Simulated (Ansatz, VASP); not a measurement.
# Two plane-wave programs on Li2S

Contents of INCAR:

```
SYSTEM = Li2S
  PREC = Accurate
  ENCUT = 750
  EDIFF = 1E-6
  ISMEAR = 0
  SIGMA = 0.05
  LREAL = .FALSE.
  LASPH = .TRUE.
  NELM = 120
  ALGO = Normal
  ISIF = 2
  LWAVE = .FALSE.
  LCHARG = .TRUE.
  GGA = PE
  LELF = .TRUE.
  LVHAR = .TRUE.
  NBANDS = 13
  GGA_COMPAT = .FALSE.
```

File KPOINTS:

```
Automatic mesh
0
G
  8 8 8
  0 0 0
```

Contents of POSCAR:

```
Li2S
1.0
    0.0000000000      2.8540007422      2.8540007422
    2.8540007422      0.0000000000      2.8540007422
    2.8540007422      2.8540007422      0.0000000000
Li S
2 1
Direct
    0.2500000000      0.2500000000      0.2500000000
    0.7500000000      0.7500000000      0.7500000000
    0.0000000000      0.0000000000      0.0000000000
```

Input for Ansatz:

```yaml
crystal:
  lattice:
    - [0.0, 2.8540007422, 2.8540007422]
    - [2.8540007422, 0.0, 2.8540007422]
    - [2.8540007422, 2.8540007422, 0.0]
  atoms:
    - { symbol: Li, position: [0.25, 0.25, 0.25] }
    - { symbol: Li, position: [0.75, 0.75, 0.75] }
    - { symbol: S, position: [0.0, 0.0, 0.0] }
basis:
  ecutwfc: 420
  ecutrho_ratio: 4
kpoints:
  mp_grid: { grid: [8, 8, 8] }
hamiltonian:
  xc: pbe
scf:
  occupations: { method: gaussian, width: 0.05 }
output:
  forces: true
  stress: true
  eigenvalues: true
```

Alike in both runs: task single point; functional PBE; k mesh 8 × 8 × 8; occupations gaussian, width 0.05 eV; no spin polarisation.

```csv
,VASP,Ansatz
version,VASP 6.6.1,Ansatz 0.2.0
potentials or method,"VASP PAW PBE potentials, release 64 (Li_sv, S), cutoff 750 eV","scalar-relativistic, plane waves, PAW"
valence electrons in the cell,12,12
```

```csv
,VASP,Ansatz,Ansatz less VASP
gap on the k mesh at the Fermi level (eV),3.39,3.39,+0.001
least direct gap on the mesh (eV),4.24,4.24,-0.004
pressure (GPa),-0.2,0.0,+0.13
```
